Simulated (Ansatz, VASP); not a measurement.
## Zn4S in VASP and in Ansatz

```xyz
5
Lattice="-2.9005 2.9005 2.9005 2.9005 -2.9005 2.9005 2.9005 2.9005 -2.9005" Properties=species:S:1:pos:R:3 pbc="T T T"
Zn    1.4503    1.4503   -1.4503
Zn   -1.4503    1.4503    1.4503
Zn    1.4503   -1.4503    1.4503
Zn    1.4503    1.4503    1.4503
S     0.0000    0.0000    0.0000
```

Change from the starting cell: species swapped into the H4C type (I-43m, No. 217).

Alike in both runs: functional PBE; k mesh 10 × 10 × 10; occupations gaussian, width 0.1 eV; no spin polarisation.

Ansatz relaxed the structure, and its values are those at the end. VASP's run is a single point on that final structure, the one shown.

```csv
,VASP,Ansatz
version,VASP 6.6.1,Ansatz 0.2.0
potentials or method,"VASP PAW PBE potentials, release 64 (Zn, S), cutoff 520 eV","scalar-relativistic, plane waves, PAW"
valence electrons in the cell,54,54
```

Ansatz gave:

| Item | Value |
| --- | --- |
| gap on the k mesh at the Fermi level (eV) | none |
| pressure (GPa) | 0.0 |

Question: Which values does VASP return?

Answer: gap on the k mesh at the Fermi level (eV): none; pressure (GPa): 0.1.

A gap of «none» marks a metal or a gap that the smearing closes. The functional is the same, so the differences come from potentials, cutoffs and numerics.
